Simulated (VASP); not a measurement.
A run of VASP 6.6.1 is set up as follows.

The input POSCAR:

```
WAu
1.0
    0.0000000000      2.9092100000      2.9092100000
    2.9092100000      0.0000000000      2.9092100000
    2.9092100000      2.9092100000      0.0000000000
W Au
1 1
Direct
    0.0000000000      0.0000000000      0.0000000000
    0.7500000000      0.7500000000      0.7500000000
```

The input INCAR.step1:

```
  PREC = Accurate
  ENCUT = 520
  EDIFF = 1E-5
  ISMEAR = -1
  SIGMA = 0.05
  LREAL = False
  LASPH = True
  NELM = 60
  ALGO = Normal
  ISIF = 2
  LWAVE = True
  LCHARG = False
  NBANDS = 20
  GGA = PE
```

File INCAR.step2:

```
  PREC = Accurate
  ENCUT = 520
  EDIFF = 1E-7
  ISMEAR = -1
  SIGMA = 0.05
  LREAL = False
  LASPH = True
  NELM = 60
  ALGO = Normal
  ISIF = 2
  LWAVE = False
  LCHARG = False
  GGA = B3
  LHFCALC = True
  AEXX = 0.2
  AGGAX = 0.72
  AGGAC = 0.81
  ALDAC = 0.19
  PRECFOCK = Normal
  NBANDS = 20
  ISTART = 1
```

Contents of KPOINTS:

```
regular mesh
0
Gamma
  4 4 4
```

Potentials or basis: VASP PAW PBE potentials, release 64 (W_sv, Au).

Launch:

```sh
$ cat potpaw_PBE.64/W_sv/POTCAR potpaw_PBE.64/Au/POTCAR > POTCAR
$ cp INCAR.step1 INCAR
$ mpirun -np 1 vasp_std > vasp.out
$ cp INCAR.step2 INCAR
$ mpirun -np 1 vasp_std > vasp.out
```

(1) Estimate the band gap on the k mesh.

(2) Predict the pressure.

Results:

(1) zero (an odd number of electrons rules out a gap without spin polarisation).

(2) 2.3 GPa.

Caveat: the k points lie up to 0.47 Å⁻¹ apart, too coarse for converged energies and pressures of a metal; the PAW data sets were made with another functional, which shifts forces and pressure a little; spin-orbit coupling is left out, which moves the levels of the heavy elements.
